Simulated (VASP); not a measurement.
# TaH (Pm-3m) in VASP: a series of runs

The runs below take TaH through single point, relaxation of cell and atoms, with PBE.

All numbers are computed with VASP 6.6.1; they aren't measurements. Logs are shortened: lines on timing, memory, paths and dates and some standing lists are left out, and cuts for length are marked.

## (1) The cell of the first run

The structure is cubic, space group Pm-3m (No. 221). The conventional cell has a = 2.773 Å, b = 2.773 Å, c = 2.773 Å, α = 90.00°, β = 90.00°, γ = 90.00°. Ta (site symmetry m-3m) has 8 H at 2.40 Å and 6 Ta at 2.77 Å within 3.2 Å. H (site symmetry m-3m) has 8 Ta at 2.40 Å and 6 H at 2.77 Å within 3.2 Å.

## (2) Single point, PBE

The input, INCAR:

```
SYSTEM = TaH
PREC = Accurate ; ENCUT = 520
EDIFF = 1E-6 ; ISMEAR = 0
SIGMA = 0.1 ; LREAL = .FALSE.
LASPH = .TRUE. ; NELM = 100
ALGO = Normal ; ISIF = 2
LWAVE = .FALSE. ; LCHARG = .TRUE.
GGA = PE ; LELF = .TRUE.
LVHAR = .TRUE. ; NBANDS = 13
```

The input, KPOINTS:

```
regular mesh
0
G
  6 6 6
  0 0 0
```

The input, POSCAR:

```
TaH
1.0
    2.7729126917      0.0000000000      0.0000000000
    0.0000000000      2.7729126917      0.0000000000
    0.0000000000      0.0000000000      2.7729126917
Ta H
1 1
Direct
    0.0000000000      0.0000000000      0.0000000000
    0.5000000000      0.5000000000      0.5000000000
```

Potentials or basis: VASP PAW PBE potentials, release 64 (Ta_pv, H).

Run with:

```
$ cat potpaw_PBE.64/Ta_pv/POTCAR potpaw_PBE.64/H/POTCAR > POTCAR
$ mpirun -np 1 vasp_std > vasp.out
```

OUTCAR:

```text
SYSTEM = TaH
   PREC = Accurate
   ENCUT = 520
   EDIFF = 1E-6
   ISMEAR = 0
   LREAL = .FALSE.
   LASPH = .TRUE.
   NELM = 100
   ISIF = 2
   GGA = PE

 ion  position               nearest neighbor table
   1  0.000  0.000  0.000-
   2  0.500  0.500  0.500-

  LATTYP: Found a simple cubic cell.
 ALAT       =     2.7729126917

  Lattice vectors:

 A1 = (   2.7729126917,   0.0000000000,   0.0000000000)
 A2 = (   0.0000000000,   2.7729126917,   0.0000000000)
 A3 = (   0.0000000000,   0.0000000000,   2.7729126917)

Analysis of symmetry for initial positions (statically):
=====================================================================
 Subroutine PRICEL returns:
 Original cell was already a primitive cell.

 Routine SETGRP: Setting up the symmetry group for a
 simple cubic supercell.

 Subroutine GETGRP returns: Found 48 space group operations
[... 9 lines left out ...]

 Routine SETGRP: Setting up the symmetry group for a
 simple cubic supercell.

 Subroutine GETGRP returns: Found 48 space group operations
[... 11 lines left out ...]
                                     Primitive cell

  volume of cell :      21.3210

  direct lattice vectors                    reciprocal lattice vectors
     2.772912692  0.000000000  0.000000000     0.360631621  0.000000000  0.000000000
     0.000000000  2.772912692  0.000000000     0.000000000  0.360631621  0.000000000
     0.000000000  0.000000000  2.772912692     0.000000000  0.000000000  0.360631621

  length of vectors
     2.772912692  2.772912692  2.772912692     0.360631621  0.360631621  0.360631621

  position of ions in fractional coordinates (direct lattice)
     0.000000000  0.000000000  0.000000000
     0.500000000  0.500000000  0.500000000

  ion indices of the primitive-cell ions
   primitive index   ion index
                 1           1
                 2           2

----------------------------------------------------------------------------------------

 KPOINTS: regular mesh

Automatic generation of k-mesh.
 Grid dimensions read from file:
 generate k-points for:    6    6    6

 Generating k-lattice:

  Cartesian coordinates                     Fractional coordinates (reciprocal lattice)
     0.060105270  0.000000000  0.000000000     0.166666667  0.000000000  0.000000000
     0.000000000  0.060105270  0.000000000     0.000000000  0.166666667  0.000000000
     0.000000000  0.000000000  0.060105270     0.000000000  0.000000000  0.166666667

  Length of vectors
[... 56 lines left out ...]
   ISIF   =      2    stress and relaxation
   ISYM   =      2    0-nonsym 1-usesym 2-fastsym
   POTIM  = 0.5000    time-step for ionic-motion
   TEBEG  =    0.0;   TEEND  =   0.0 temperature during run
   PSTRESS=    0.0 pullay stress
   NELECT =      12.0000    total number of electrons
   NUPDOWN=      -1.0000    fix difference up-down
   EMIN   =  10.00;   EMAX   =-10.00  energy-range for DOS
   EFERMI =   0.00;   METHOD = LEGACY
   ISMEAR =     0;   SIGMA  =   0.10  broadening in eV -4-tet -1-fermi 0-gaus
   EFERMI_NEDOS =   21; number of points for ismear=-14 and -15
   IALGO  =     38    algorithm
   IMIX   =      4    mixing-type and parameters
     AMIX     =   0.40;   BMIX     =  1.00
     AMIX_MAG =   1.60;   BMIX_MAG =  1.00
  volume/ion in A,a.u.               =      10.66        71.94
  Fermi-wavevector in a.u.,A,eV,Ry     =   1.351655  2.554257 24.857437  1.826970
  Thomas-Fermi vector in A             =   2.479058
   LORBIT       =      0    0 simple, 1 ext, 2 COOP (PROOUT), +10 PAW based schemes
   GGA     = PE    functional components
   LHFCALC =     F    Hartree Fock is set to
   AEXX    =    0.0000 exact exchange contribution
   IVDW    =     0    specifies the selected vdW correction
   LEPSILON=     F    determine dielectric tensor
   LRPA    =     F    only Hartree local field effects (RPA)
 non-spin polarized calculation
 Gauss-broadening in eV      SIGMA  =   0.10
  energy-cutoff  :      520.00
  volume of cell :       21.32
 maximum number of plane-waves:       587
 NGX is ok and might be reduce to    24
   NGX = 11   NGY = 11   NGZ = 11

 number of electron      12.0000001 magnetization

 Free energy of the ion-electron system (eV)
  ---------------------------------------------------
  ext. energy  EPLUGINS =         0.00000000
  ---------------------------------------------------
  free energy    TOTEN  =       -14.05430320 eV

  energy without entropy =      -14.05151611  energy(sigma->0) =      -14.05290966

 E-fermi :   6.1437     XC(G=0): -12.2635

 val. band max:        5.8981806945   @ k =   0.5000   0.5000   0.3333
 cond. band min:       6.2588080194   @ k =   0.3333   0.3333   0.1667
 fundamental gap:      0.3606273248
 Fermi energy:         6.1436615144

 k-point     1 :       0.0000    0.0000    0.0000
  band No.  band energies     occupation
      1     -28.1814      2.00000
      2     -28.1814      2.00000
      3     -28.1814      2.00000
      4      -4.8072      2.00000
      5       2.6084      2.00000
      6       2.6084      2.00000
      7      11.0296      0.00000
      8      11.0296      0.00000
      9      11.0296      0.00000
     10      13.3766      0.00000
     11      17.5046      0.00000
     12      17.5046      0.00000
     13      17.5046      0.00000
[... 290 lines left out ...]
  band No.  band energies     occupation
      1     -28.9800      2.00000
      2     -28.9800      2.00000
      3     -28.9800      2.00000
      4       2.3732      2.00000
      5       2.3732      2.00000
      6       2.3732      2.00000
      7       3.0643      2.00000
      8      13.8369      0.00000
      9      13.8369      0.00000
     10      15.7192      0.00000
     11      15.7192      0.00000
     12      15.7192      0.00000
     13      19.7354      0.00000

------------------------ aborting loop because EDIFF is reached ----------------------------------------

  FORCE on cell =-STRESS in cart. coord.  units (eV):
  Direction    XX          YY          ZZ          XY          YZ          ZX
  --------------------------------------------------------------------------------------
  -------------------------------------------------------------------------------------
  Total       -0.0082765     -0.0082765     -0.0082765     -0.0000000     -0.0000000      0.0000000
  in kB       -0.6219420     -0.6219420     -0.6219420     -0.0000000     -0.0000000      0.0000000
  external PRESSURE =      -0.6219420 kB  Pullay stress =       0.0000000 kB

 VOLUME and BASIS-vectors are now :
 -----------------------------------------------------------------------------
  energy-cutoff  :      520.00
  volume of cell :       21.32
      direct lattice vectors                 reciprocal lattice vectors
     2.772912692  0.000000000  0.000000000     0.360631621  0.000000000  0.000000000
     0.000000000  2.772912692  0.000000000     0.000000000  0.360631621  0.000000000
     0.000000000  0.000000000  2.772912692     0.000000000  0.000000000  0.360631621

 POSITION                                       TOTAL-FORCE (eV/Angst)
 -----------------------------------------------------------------------------------
      0.00000      0.00000      0.00000         0.000000      0.000000      0.000000
      1.38646      1.38646      1.38646         0.000000      0.000000      0.000000
 -----------------------------------------------------------------------------------
    total drift:                                0.000000      0.000000      0.000000

  FREE ENERGIE OF THE ION-ELECTRON SYSTEM (eV)
  ---------------------------------------------------
  free  energy   TOTEN  =       -14.0543032046 eV

  energy  without entropy=      -14.0515161118  energy(sigma->0) =      -14.05290966
```

OSZICAR:

```text
N       E                     dE             d eps       ncg     rms          rms(c)
DAV:   1     0.685528349619E+02    0.68553E+02   -0.66746E+03   520   0.917E+02
DAV:   2    -0.130547749888E+02   -0.81608E+02   -0.78430E+02   590   0.248E+02
DAV:   3    -0.145283625226E+02   -0.14736E+01   -0.14606E+01   623   0.307E+01
DAV:   4    -0.145327087354E+02   -0.43462E-02   -0.43460E-02   608   0.182E+00
DAV:   5    -0.145327234325E+02   -0.14697E-04   -0.14697E-04   633   0.101E-01    0.134E+01
DAV:   6    -0.141195343061E+02    0.41319E+00   -0.48565E-01   605   0.601E+00    0.655E+00
DAV:   7    -0.140568061896E+02    0.62728E-01   -0.22144E-01   605   0.393E+00    0.108E+00
DAV:   8    -0.140544205397E+02    0.23856E-02   -0.11867E-02   550   0.835E-01    0.120E-01
DAV:   9    -0.140542998425E+02    0.12070E-03   -0.61749E-04   615   0.219E-01    0.541E-02
DAV:  10    -0.140543033155E+02   -0.34730E-05   -0.37969E-05   535   0.582E-02    0.499E-03
DAV:  11    -0.140543032046E+02    0.11092E-06   -0.59149E-07   398   0.681E-03
   1 F= -.14054303E+02 E0= -.14052910E+02  d E =-.278709E-02
```

Wall time 9.3 s (1 thread of Oxide Virtual Turin-like, shared host); peak memory 0.11 GiB.

Results:

```
Free energy            : -14.0543 eV
Pressure               : -0.1 GPa
Band gap on the k mesh : zero (band 6 reaches 8.12 eV, above the bottom of band 7 at 3.06 eV)
```

Levels at points of the mesh, in eV from the Fermi level:
```csv
k point,band 4,band 5,band 6,band 7,band 8,band 9
"(0.00, 0.00, 0.00)",-10.95,-3.54,-3.54,4.89,4.89,4.89
"(0.50, 0.00, 0.00)",-6.26,-5.31,-2.53,1.03,1.03,5.31
"(0.50, 0.50, 0.00)",-7.82,-2.47,1.98,1.98,2.71,2.71
"(0.50, 0.50, 0.50)",-3.77,-3.77,-3.77,-3.08,7.69,7.69
```

Caveat: the k points lie up to 0.38 Å⁻¹ apart; spin-orbit coupling is left out, which moves the levels of the heavy elements.

## (3) Relaxation of cell and atoms, PBE

This run uses another cell than the first one, of 11.68 Å³/atom, 1.096 times its volume.

The input, INCAR:

```
SYSTEM = TaH
PREC = Accurate ; ENCUT = 600
EDIFF = 1E-6 ; ISMEAR = 0
SIGMA = 0.1 ; LREAL = .False.
LASPH = .True. ; NELM = 60
ALGO = Normal ; ISIF = 3
LWAVE = .False. ; LCHARG = .False.
GGA = PE ; IBRION = 2
NSW = 90 ; EDIFFG = -0.04
```

The input, KPOINTS:

```
regular mesh
0
Gamma
  6 6 6
  0 0 0
```

The input, POSCAR:

```
TaH
1.0
    2.8585571695      0.0000000000      0.0000000000
    0.0000000000      2.8585571695      0.0000000000
    0.0000000000      0.0000000000      2.8585571695
Ta H
1 1
Direct
    0.0000000000      0.0000000000      0.0000000000
    0.5000000000      0.5000000000      0.5000000000
```

Potentials or basis: VASP PAW PBE potentials, release 64 (Ta_pv, H).

Run with:

```
$ cat potpaw_PBE.64/Ta_pv/POTCAR potpaw_PBE.64/H/POTCAR > POTCAR
$ mpirun -np 1 vasp_std > vasp.out
```

OUTCAR:

```text
SYSTEM = TaH
   PREC = Accurate
   ENCUT = 600
   EDIFF = 1E-6
   ISMEAR = 0
   LREAL = .False.
   LASPH = .True.
   NELM = 60
   ISIF = 3
   GGA = PE
   IBRION = 2
   NSW = 90
   EDIFFG = -0.04

 ion  position               nearest neighbor table
   1  0.000  0.000  0.000-
   2  0.500  0.500  0.500-

  LATTYP: Found a simple cubic cell.
 ALAT       =     2.8585571695

  Lattice vectors:

 A1 = (   2.8585571695,   0.0000000000,   0.0000000000)
 A2 = (   0.0000000000,   2.8585571695,   0.0000000000)
 A3 = (   0.0000000000,   0.0000000000,   2.8585571695)

Analysis of symmetry for initial positions (statically):
=====================================================================
 Subroutine PRICEL returns:
 Original cell was already a primitive cell.

[... 173 lines left out ...]
  -------------------------------------------------------------------------------------
  Total       -1.9505328     -1.9505328     -1.9505328      0.0000000      0.0000000      0.0000000
  in kB     -133.7898606   -133.7898606   -133.7898606      0.0000000      0.0000000      0.0000000
  external PRESSURE =    -133.7898606 kB  Pullay stress =       0.0000000 kB
[... 59 lines left out ...]
--------------------------------------- Ionic step        3  -------------------------------------------

 number of electron      12.0000001 magnetization

 Free energy of the ion-electron system (eV)
  ---------------------------------------------------
  ext. energy  EPLUGINS =         0.00000000
  ---------------------------------------------------
  free energy    TOTEN  =       -14.05536010 eV

  energy without entropy =      -14.05257276  energy(sigma->0) =      -14.05396643

 E-fermi :   6.1403     XC(G=0): -12.2615

 val. band max:        5.8940839047   @ k =   0.5000   0.5000   0.3333
 cond. band min:       6.2555235647   @ k =   0.3333   0.3333   0.1667
 fundamental gap:      0.3614396600
 Fermi energy:         6.1402913288

 k-point     1 :       0.0000    0.0000    0.0000
  band No.  band energies     occupation
      1     -28.1850      2.00000
      2     -28.1850      2.00000
      3     -28.1850      2.00000
      4      -4.8086      2.00000
      5       2.6068      2.00000
      6       2.6069      2.00000
      7      11.0241      0.00000
      8      11.0241      0.00000
      9      11.0241      0.00000
     10      13.3676      0.00000
[... 274 lines left out ...]
  FREE ENERGIE OF THE ION-ELECTRON SYSTEM (eV)
  ---------------------------------------------------
  free  energy   TOTEN  =       -14.0553601046 eV

  energy  without entropy=      -14.0525727584  energy(sigma->0) =      -14.05396643

 reached required accuracy - stopping structural energy minimisation
```

Wall time 12 s (1 thread of Oxide Virtual Turin-like, shared host); peak memory 0.12 GiB.

Results:

| Item | Value |
| --- | --- |
| Free energy | -14.0554 eV |
| Relaxed volume | 10.66 Å³/atom |
| Relaxed cell | a = 2.773 Å, b = 2.773 Å, c = 2.773 Å, α = 90.00°, β = 90.00°, γ = 90.00° |
| Space group after relaxing (to 0.05 Å) | Pm-3m (No. 221) |
| Energy gained by relaxing | 45.8 meV/atom |
| Ionic steps | 3 |
| Pressure after relaxing | -0.1 GPa |
| Band gap on the k mesh | zero (band 6 reaches 8.12 eV, above the bottom of band 7 at 3.06 eV) |

The path:
```csv
step,energy change (eV),largest force (eV/Å),pressure (GPa),volume (Å³)
1,0.0000,0.0000,-13.38,23.36
2,-0.0569,0.0000,10.50,20.21
3,-0.0917,0.0000,-0.08,21.33
```

Final structure:
```
CELL_PARAMETERS angstrom
2.77329 0.00000 0.00000
0.00000 2.77329 0.00000
0.00000 0.00000 2.77329
ATOMIC_POSITIONS crystal
Ta 0.00000 0.00000 0.00000
H 0.50000 0.50000 0.50000
```

Caveat: the k points lie up to 0.38 Å⁻¹ apart in the final cell; spin-orbit coupling is left out, which moves the levels of the heavy elements.
